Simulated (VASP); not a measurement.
Write the native input for VASP 6.6.1 that does the following.

| Quantity | Value |
| --- | --- |
| Task | single point |
| Functional | r2SCAN |
| Dispersion | D4 |
| Potentials or basis | VASP PAW PBE potentials, release 64 (Ga_d, N) |
| Cutoff | 520 eV |
| k mesh | 10 × 10 × 10 |
| Occupations | fermi-dirac, width 0.05 eV |
| Spin | no spin polarisation |
| Dipole correction | no |
| Further INCAR settings | ALGO = Normal; EDIFF = 1e-06; NBANDS = 16 |

The system is GaN.

```
Ga N
1.0
     0.00000    2.26842    2.26842
     2.26842    0.00000    2.26842
     2.26842    2.26842    0.00000
Ga N
1 1
Direct
  0.00000 0.00000 0.00000
  0.25000 0.25000 0.25000
```

One way to write it, as run:

POSCAR

```
GaN
1.0
    0.0000000000      2.2684248875      2.2684248875
    2.2684248875      0.0000000000      2.2684248875
    2.2684248875      2.2684248875      0.0000000000
Ga N
1 1
Direct
    0.0000000000      0.0000000000      0.0000000000
    0.2500000000      0.2500000000      0.2500000000
```

INCAR.step1

```
SYSTEM = GaN
ALGO = Normal
EDIFF = 1E-4
ENCUT = 520
GGA = PE
ISMEAR = -1
LASPH = .True.
LCHARG = .False.
LREAL = .False.
LWAVE = .True.
NBANDS = 16
NELM = 100
PREC = Accurate
SIGMA = 0.05
```

INCAR.step2

```
SYSTEM = GaN
ALGO = Normal
EDIFF = 1E-6
ENCUT = 520
ISIF = 2
ISMEAR = -1
ISTART = 1
IVDW = 13
LASPH = .True.
LCHARG = .False.
LMIXTAU = .True.
LREAL = .False.
LWAVE = .False.
METAGGA = R2SCAN
NBANDS = 16
NELM = 100
PREC = Accurate
SIGMA = 0.05
VDW_A1 = 0.51559235
VDW_A2 = 5.77342911
VDW_S6 = 1.0
VDW_S8 = 0.6018749
```

KPOINTS

```
k-points
0
Gamma
  10 10 10
  0 0 0
```

Potentials or basis: VASP PAW PBE potentials, release 64 (Ga_d, N).

Run with:

```sh
$ cat potpaw_PBE.64/Ga_d/POTCAR potpaw_PBE.64/N/POTCAR > POTCAR
$ cp INCAR.step1 INCAR
$ mpirun -np 1 vasp_std > vasp.out
$ cp INCAR.step2 INCAR
$ mpirun -np 1 vasp_std > vasp.out
```

It gave:

```json
{
  "Pressure": "-5.7 GPa",
  "Band gap on the k mesh": "1.99 eV",
  "Dispersion energy per atom": "-0.143 eV"
}
```

Caveat: the cell stands under tension; the PAW data sets were made with another functional, which shifts forces and pressure a little.

Run time: 2.1 min on 1 thread of AMD EPYC 7R13, with other jobs on the host, peak memory 0.13 GiB.
